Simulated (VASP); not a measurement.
SnSe:

```
Sn Se
1.0
     0.00000    3.35340    3.35340
     3.35340    0.00000    3.35340
     3.35340    3.35340    0.00000
Sn Se
1 1
Direct
  0.00000 0.00000 0.00000
  0.75000 0.75000 0.75000
```

This cell differs from its parent crystal: Te replaced by Se, lengths x 0.961, strained.

Base run:

```yaml
Program: VASP 6.6.1
Functional: PBE
Potentials_or_basis: VASP PAW PBE potentials, release 64 (Sn_d, Se)
Cutoff: 500 eV
k_mesh: 10 × 10 × 10
Occupations: gaussian, width 0.01 eV
Spin: no spin polarisation
```

Its results: band gap on the k mesh 0.01 eV (least direct gap 0.63 eV); pressure 1.1 GPa.

Problem. The run is repeated on the same cell with these changes: k mesh from 10 × 10 × 10 to 6 × 6 × 6; occupations from gaussian, width 0.01 eV to gaussian, width 0.1 eV. What comes out?

Solution. Band gap on the k mesh 0.12 eV (least direct gap 0.63 eV); pressure 1.0 GPa.

Caveats: spin-orbit coupling is left out, which moves the levels of the heavy elements.

A k mesh can miss the band edges.
